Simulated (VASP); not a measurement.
# Ta (Im-3m) in VASP: single point with r2SCAN

Aim: the single point of Ta with r2SCAN.

Everything below comes from runs of VASP 6.6.1. Logs are shortened: lines on timing, memory, paths and dates and some standing lists are left out, and cuts for length are marked.

## 1. The cell of the first run

Symmetry: Im-3m, No. 229, cubic system. Conventional cell: a = 3.305 Å, b = 3.305 Å, c = 3.305 Å, α = 90.00°, β = 90.00°, γ = 90.00°. Ta (site symmetry m-3m) has 14 Ta at 2.86 to 3.30 Å within 3.8 Å.

## 2. Single point, r2SCAN

Input file POSCAR:

```
Ta
1.0
    2.8618444457      0.0000000000      0.0000000000
   -0.9539481486      2.6981728190      0.0000000000
    0.9539481486      1.3490864095      2.3366862051
Ta
1
Direct
    0.0000000000      0.0000000000      0.0000000000
```

Input file INCAR.step1:

```
PREC = Accurate
ENCUT = 520
ISMEAR = 0
SIGMA = 0.1
LREAL = F
LASPH = T
NELM = 80
NBANDS = 12
ISYM = 0
GGA = PE
ALGO = Normal
EDIFF = 1E-4
LWAVE = T
LCHARG = F
```

Input file INCAR.step2:

```
PREC = Accurate
ENCUT = 520
EDIFF = 1E-6
ISMEAR = 0
SIGMA = 0.1
LREAL = F
LASPH = T
NELM = 80
ALGO = Normal
ISIF = 2
LWAVE = F
LCHARG = T
METAGGA = R2SCAN
LMIXTAU = T
LELF = T
LVHAR = T
NBANDS = 12
ISYM = 0
ISTART = 1
```

Input file KPOINTS:

```
Automatic mesh
0
Gamma
  13 13 15
```

Potentials or basis: VASP PAW PBE potentials, release 64 (Ta_pv).

Command:

```bash
> cat potpaw_PBE.64/Ta_pv/POTCAR > POTCAR
> cp INCAR.step1 INCAR
> mpirun -np 1 vasp_std > vasp.out
> cp INCAR.step2 INCAR
> mpirun -np 1 vasp_std > vasp.out
```

OUTCAR:

```text
PREC = Accurate
   ENCUT = 520
   EDIFF = 1E-6
   ISMEAR = 0
   LREAL = F
   LASPH = T
   NELM = 80
   ISIF = 2
   METAGGA = R2SCAN
   ISYM = 0
   ISTART = 1

 ion  position               nearest neighbor table
   1  0.000  0.000  0.000-

IMPORTANT INFORMATION: All symmetrisations will be switched off!
NOSYMM: (Re-)initialisation of all symmetry stuff for point group C_1.

----------------------------------------------------------------------------------------

                                     Primitive cell

  volume of cell :      18.0433

  direct lattice vectors                    reciprocal lattice vectors
     2.861844446  0.000000000  0.000000000     0.349425002  0.123540394 -0.213978239
    -0.953948149  2.698172819  0.000000000     0.000000000  0.370621182 -0.213978239
     0.953948149  1.349086409  2.336686205     0.000000000  0.000000000  0.427956479

  length of vectors
     2.861844446  2.861844446  2.861844446     0.427956479  0.427956479  0.427956479

  position of ions in fractional coordinates (direct lattice)
     0.000000000  0.000000000  0.000000000

  ion indices of the primitive-cell ions
   primitive index   ion index
                 1           1

----------------------------------------------------------------------------------------

 KPOINTS: Automatic mesh

Automatic generation of k-mesh.
 Grid dimensions read from file:
 generate k-points for:   13   13   15

 Generating k-lattice:

  Cartesian coordinates                     Fractional coordinates (reciprocal lattice)
     0.026878846  0.009503107 -0.016459865     0.076923077  0.000000000  0.000000000
     0.000000000  0.028509322 -0.016459865     0.000000000  0.076923077  0.000000000
     0.000000000  0.000000000  0.028530432     0.000000000  0.000000000  0.066666667

  Length of vectors
     0.032919729  0.032919729  0.028530432

  Shift w.r.t. Gamma in fractional coordinates (k-lattice)
     0.000000000  0.000000000  0.000000000

 -----------------------------------------------------------------------------
|                                                                             |
|           W    W    AA    RRRRR   N    N  II  N    N   GGGG   !!!           |
|           W    W   A  A   R    R  NN   N  II  NN   N  G    G  !!!           |
|           W    W  A    A  R    R  N N  N  II  N N  N  G       !!!           |
|           W WW W  AAAAAA  RRRRR   N  N N  II  N  N N  G  GGG   !            |
|           WW  WW  A    A  R   R   N   NN  II  N   NN  G    G                |
|           W    W  A    A  R    R  N    N  II  N    N   GGGG   !!!           |
|                                                                             |
|     Your reciprocal lattice and k-lattice belong to different lattice       |
|     classes:                                                                |
|                                                                             |
|        The reciprocal lattice is face-centered cubic,                       |
|        whereas your k-lattice is base-centered monoclinic.                  |
|                                                                             |
|     Results are often still useful ...                                      |
|                                                                             |
 -----------------------------------------------------------------------------

 WARNING: IBZKPT: internal override: KBLOWUP is changed to .FALSE.
      ... skipping the blow-up phase ...

 Subroutine IBZKPT returns following result:
 ===========================================

 Found   1268 irreducible k-points:

 Following reciprocal coordinates:
            Coordinates               Weight
  0.000000  0.000000  0.000000      1.000000
  0.076923 -0.000000 -0.000000      2.000000
  0.153846 -0.000000  0.000000      2.000000
  0.230769  0.000000  0.000000      2.000000
  0.307692 -0.000000  0.000000      2.000000
  0.384615 -0.000000  0.000000      2.000000
[... 16 lines left out ...]
  0.153846  0.153846  0.000000      2.000000
  0.230769  0.153846  0.000000      2.000000
 [... further k-points ...]
   k-points           NKPTS =   1268   k-points in BZ     NKDIM =   1268   number of bands    NBANDS=     12
   number of dos      NEDOS =    301   number of ions     NIONS =      1
   total plane-waves  NPLWV =  13824
   dimension x,y,z NGX =    24 NGY =   24 NGZ =   24
   dimension x,y,z NGXF=    48 NGYF=   48 NGZF=   48
   ions per type =               1
   NGX,Y,Z   is equivalent  to a cutoff of  13.94, 13.94, 13.94 a.u.
   NGXF,Y,Z  is equivalent  to a cutoff of  27.88, 27.88, 27.88 a.u.
 SYSTEM =  unknown system
   PREC   = accura    normal or accurate (medium, high low for compatibility)
   ISTART =      1    job   : 0-new  1-cont  2-samecut
   ICHARG =      0    charge: 1-file 2-atom 10-const
   ISPIN  =      1    spin polarized calculation?
   LNONCOLLINEAR =      F non collinear calculations
   LSORBIT =      F    spin-orbit coupling
   LASPH  =      T    aspherical Exc in radial PAW
   ENCUT  =  520.0 eV  38.22 Ry    6.18 a.u.   5.32  5.32  5.32*2*pi/ulx,y,z
   NELM   =     80;   NELMIN=  2; NELMDL=  0     # of ELM steps
   EDIFF  = 0.1E-05   stopping-criterion for ELM
   LREAL  =      F    real-space projection
   EDIFFG = 0.1E-04   stopping-criterion for IOM
   NSW    =      0    number of steps for IOM
   IBRION =     -1    ionic relax: 0-MD 1-quasi-New 2-CG
   NFREE  =      0    steps in history (QN), initial steepest desc. (CG)
   ISIF   =      2    stress and relaxation
   ISYM   =      0    0-nonsym 1-usesym 2-fastsym
   POTIM  = 0.5000    time-step for ionic-motion
   TEBEG  =    0.0;   TEEND  =   0.0 temperature during run
   PSTRESS=    0.0 pullay stress
   NELECT =      11.0000    total number of electrons
   NUPDOWN=      -1.0000    fix difference up-down
   EMIN   =  10.00;   EMAX   =-10.00  energy-range for DOS
   EFERMI =   0.00;   METHOD = LEGACY
   ISMEAR =     0;   SIGMA  =   0.10  broadening in eV -4-tet -1-fermi 0-gaus
   EFERMI_NEDOS =   21; number of points for ismear=-14 and -15
   IALGO  =     38    algorithm
   IMIX   =      4    mixing-type and parameters
     AMIX     =   0.40;   BMIX     =  1.00
     AMIX_MAG =   1.60;   BMIX_MAG =  1.00
  volume/ion in A,a.u.               =      18.04       121.76
  Fermi-wavevector in a.u.,A,eV,Ry     =   1.388141  2.623207 26.217558  1.926936
  Thomas-Fermi vector in A             =   2.512296
   LORBIT       =      0    0 simple, 1 ext, 2 COOP (PROOUT), +10 PAW based schemes
   METAGGA = R2SCAN    functional components
   LHFCALC =     F    Hartree Fock is set to
   AEXX    =    0.0000 exact exchange contribution
   IVDW    =     0    specifies the selected vdW correction
   LEPSILON=     F    determine dielectric tensor
   LRPA    =     F    only Hartree local field effects (RPA)
 non-spin polarized calculation
 Gauss-broadening in eV      SIGMA  =   0.10
  energy-cutoff  :      520.00
  volume of cell :       18.04
 maximum number of plane-waves:       494
 NGX is ok and might be reduce to    24
   NGX = 11   NGY = 11   NGZ = 11

 number of electron      11.0000002 magnetization

 Free energy of the ion-electron system (eV)
  ---------------------------------------------------
  ext. energy  EPLUGINS =         0.00000000
  ---------------------------------------------------
  free energy    TOTEN  =       -48.58357573 eV

  energy without entropy =      -48.57766675  energy(sigma->0) =      -48.58062124

 E-fermi :   5.2885     XC(G=0): -13.7616

 val. band max:        5.2878501861   @ k =  -0.1538  -0.0769   0.3333
 cond. band min:       5.2884670140   @ k =   0.0769   0.3077   0.2000
 fundamental gap:      0.0006168279
 Fermi energy:         5.2884633985

 k-point     1 :       0.0000    0.0000    0.0000
  band No.  band energies     occupation
      1     -28.9242      2.00000
      2     -28.9227      2.00000
      3     -28.9219      2.00000
      4      -3.0118      2.00000
      5       6.1502      0.00000
      6       6.1503      0.00000
      7       6.1524      0.00000
      8       9.6329      0.00000
      9       9.6330      0.00000
     10      17.4037      0.00000
     11      21.0787      0.00000
     12      21.0788      0.00000

 k-point     2 :       0.0769   -0.0000   -0.0000
  band No.  band energies     occupation
      1     -28.9992      2.00000
      2     -28.9463      2.00000
      3     -28.9237      2.00000
      4      -2.7374      2.00000
      5       5.9710      0.00000
      6       6.0911      0.00000
      7       6.4178      0.00000
      8       9.3526      0.00000
      9       9.6321      0.00000
     10      17.4035      0.00000
     11      21.3189      0.00000
     12      21.5622      0.00000

 k-point     3 :       0.1538   -0.0000    0.0000
  band No.  band energies     occupation
      1     -29.2069      2.00000
      2     -29.0103      2.00000
      3     -28.9249      2.00000
      4      -1.9693      2.00000
      5       5.5102      0.00171
      6       5.8136      0.00000
      7       7.2034      0.00000
      8       8.9442      0.00000
      9       9.6582      0.00000
     10      17.4034      0.00000
     11      21.7672      0.00000
     12      22.9222      0.00000
[... 286 lines left out ...]
 k-point    23 :       0.1538    0.1538    0.0000
  band No.  band energies     occupation
      1     -29.5962      2.00000
      2     -29.1201      2.00000
      3     -28.9895      2.00000
      4      -0.2486      2.00000
      5       4.7717      2.00000
      6       4.8933      2.00000
      7       8.5285      0.00000
      8       9.3775      0.00000
      9      10.2257      0.00000
     10      17.4029      0.00000
     11      21.6682      0.00000
     12      22.8658      0.00000

 k-point    24 :       0.2308    0.1538    0.0000
  band No.  band energies     occupation
      1     -29.8036      2.00000
      2     -29.2346      2.00000
      3     -29.0073      2.00000
      4       0.8026      2.00000
      5       4.2669      2.00000
      6       4.6896      2.00000
      7       8.7482      0.00000
      8      10.4263      0.00000
      9      11.0777      0.00000
     10      17.4017      0.00000
     11      19.9143      0.00000
     12      22.0606      0.00000

 [... further k-points ...]

------------------------ aborting loop because EDIFF is reached ----------------------------------------

  FORCE on cell =-STRESS in cart. coord.  units (eV):
  Direction    XX          YY          ZZ          XY          YZ          ZX
  --------------------------------------------------------------------------------------
  -------------------------------------------------------------------------------------
  Total        0.0980973      0.0894447      0.1103832     -0.0122366     -0.0183035     -0.0129426
  in kB        8.7106714      7.9423534      9.8016106     -1.0865632     -1.6252824     -1.1492500
  external PRESSURE =       8.8182118 kB  Pullay stress =       0.0000000 kB

 VOLUME and BASIS-vectors are now :
 -----------------------------------------------------------------------------
  energy-cutoff  :      520.00
  volume of cell :       18.04
      direct lattice vectors                 reciprocal lattice vectors
     2.861844446  0.000000000  0.000000000     0.349425002  0.123540394 -0.213978239
    -0.953948149  2.698172819  0.000000000     0.000000000  0.370621182 -0.213978239
     0.953948149  1.349086409  2.336686205     0.000000000  0.000000000  0.427956479

 POSITION                                       TOTAL-FORCE (eV/Angst)
 -----------------------------------------------------------------------------------
      0.00000      0.00000      0.00000         0.000000      0.000000     -0.000000
 -----------------------------------------------------------------------------------
    total drift:                                0.000000      0.000000     -0.000000

  FREE ENERGIE OF THE ION-ELECTRON SYSTEM (eV)
  ---------------------------------------------------
  free  energy   TOTEN  =       -48.5835757294 eV

  energy  without entropy=      -48.5776667508  energy(sigma->0) =      -48.58062124
```

Run time: 5.3 min. Hardware: 1 thread of Intel Xeon Platinum 8488C (Sapphire Rapids), shared host; peak memory 0.36 GiB.

What came out:

```yaml
Free_energy: -48.5836 eV
Pressure: 0.9 GPa
Band_gap_on_the_k_mesh: zero (an odd number of electrons rules out a gap without spin polarisation)
```

Levels at points of the mesh, in eV from the Fermi level:
```tsv
k point	band 2	band 3	band 4	band 5	band 6	band 7	band 8	band 9	band 10	band 11
(0.00, 0.00, 0.00)	-34.21	-34.21	-8.30	0.86	0.86	0.86	4.34	4.34	12.12	15.79
```

Caveat: the PAW data sets were made with another functional, which shifts forces and pressure a little; spin-orbit coupling is left out, which moves the levels of the heavy elements.
